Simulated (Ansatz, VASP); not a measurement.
## SnO2 in VASP and in Ansatz

INCAR

```
ALGO = Normal ; EDIFF = 1E-6
ENCUT = 520 ; GGA = PE
ISIF = 2 ; ISMEAR = 0
LASPH = True ; LCHARG = False
LREAL = False ; LWAVE = False
NBANDS = 35 ; NELM = 80
PREC = Accurate ; SIGMA = 0.05
```

File KPOINTS:

```
k-points
0
Gamma
  6 6 8
```

Contents of POSCAR:

```
SnO2
1.0
    4.7289933970      0.0000000000      0.0000000000
    0.0000000000      4.7290067813      0.0000000000
    0.0000000000      0.0000000000      3.3746096881
Sn O
2 4
Direct
    0.5000000000      0.5000000000      0.5000000000
    0.0000000000      0.0000000000      0.0000000000
    0.2772793161      0.2773372085      0.0000000000
    0.7772793161      0.2226627915      0.5000000000
    0.2227206839      0.7773372085      0.5000000000
    0.7227206839      0.7226627915      0.0000000000
```

Input for Ansatz:

```yaml
crystal:
  lattice:
    - [4.728993397, 0.0, 0.0]
    - [0.0, 4.7290067813, 0.0]
    - [0.0, 0.0, 3.3746096881]
  atoms:
    - { symbol: Sn, position: [0.5, 0.5, 0.5] }
    - { symbol: Sn, position: [0.0, 0.0, 0.0] }
    - { symbol: O, position: [0.2772793161, 0.2773372085, 0.0] }
    - { symbol: O, position: [0.7772793161, 0.2226627915, 0.5] }
    - { symbol: O, position: [0.2227206839, 0.7773372085, 0.5] }
    - { symbol: O, position: [0.7227206839, 0.7226627915, 0.0] }
basis:
  ecutwfc: 520.0
kpoints:
  mp_grid: { grid: [6, 6, 8] }
hamiltonian:
  xc: pbe
  pseudopotentials: { kind: paw, azcp: { folder: soft_1 } }
scf:
  occupations: { method: gaussian, width: 0.05 }
output:
  forces: true
  stress: true
  eigenvalues: true
```

Alike in both runs: task single point; functional PBE; k mesh 6 × 6 × 8; occupations gaussian, width 0.05 eV; no spin polarisation.

|  | VASP | Ansatz |
| --- | --- | --- |
| version | VASP 6.6.1 | Ansatz 0.2.0 |
| potentials or method | VASP PAW PBE potentials, release 64 (Sn_d, O), cutoff 520 eV | scalar-relativistic, plane waves, PAW |
| valence electrons in the cell | 52 | 52 |

VASP gave:

| Item | Value |
| --- | --- |
| gap on the k mesh at the Fermi level (eV) | 0.53 |
| least direct gap on the mesh (eV) | 0.53 |
| pressure (GPa) | 9.0 |
| traceless stress, the component that is largest in VASP (GPa) | -14.92 |
| rms of the force components (eV/Å) | 2.018 |

**Question.** What did Ansatz give for the same quantities?

**Answer.** gap on the k mesh at the Fermi level (eV): 0.54; least direct gap on the mesh (eV): 0.54; pressure (GPa): 8.7; traceless stress, the component that is largest in VASP (GPa): -14.74; rms of the force components (eV/Å): 1.999.

Atom by atom the forces differ by 0.019 eV/Å (rms over components). The functional is the same, so the differences come from potentials, cutoffs and numerics.
